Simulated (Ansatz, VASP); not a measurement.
# Be3N2: VASP beside Ansatz

```xyz
5
Lattice="1.4988 0.8654 4.3665 -1.4988 0.8654 4.3665 0.0000 -1.7307 4.3665" Properties=species:S:1:pos:R:3 pbc="T T T"
Be    0.0000    0.0000   11.2526
Be    0.0000    0.0000    4.1617
Be    0.0000    0.0000    1.1633
N     0.0000    0.0000    2.6745
N     0.0000    0.0000    9.2802
```

Alike in both runs: task single point; functional LDA; k mesh 12 × 12 × 12; occupations gaussian, width 0.05 eV; no spin polarisation.

|  | VASP | Ansatz |
| --- | --- | --- |
| version | VASP 6.6.1 | Ansatz 0.2.0 |
| potentials or method | VASP PAW LDA potentials, release 64 (Be, N), cutoff 520 eV | scalar-relativistic, plane waves, PAW |
| valence electrons in the cell | 16 | 16 |

Ansatz gave:

```
gap on the k mesh at the Fermi level (eV)                     : 2.55
least direct gap on the mesh (eV)                             : 3.03
pressure (GPa)                                                : -2.4
traceless stress, the component that is largest in VASP (GPa) : 48.43
rms of the force components (eV/Å)                            : 0.653
```

Q: What did VASP give for the same quantities?

A: gap on the k mesh at the Fermi level (eV): 2.54; least direct gap on the mesh (eV): 3.02; pressure (GPa): -2.1; traceless stress, the component that is largest in VASP (GPa): 48.17; rms of the force components (eV/Å): 0.642.

LDA's correlation is that of Perdew and Zunger in VASP and of Perdew and Wang (1992) in Ansatz. Atom by atom the forces differ by 0.012 eV/Å (rms over components).
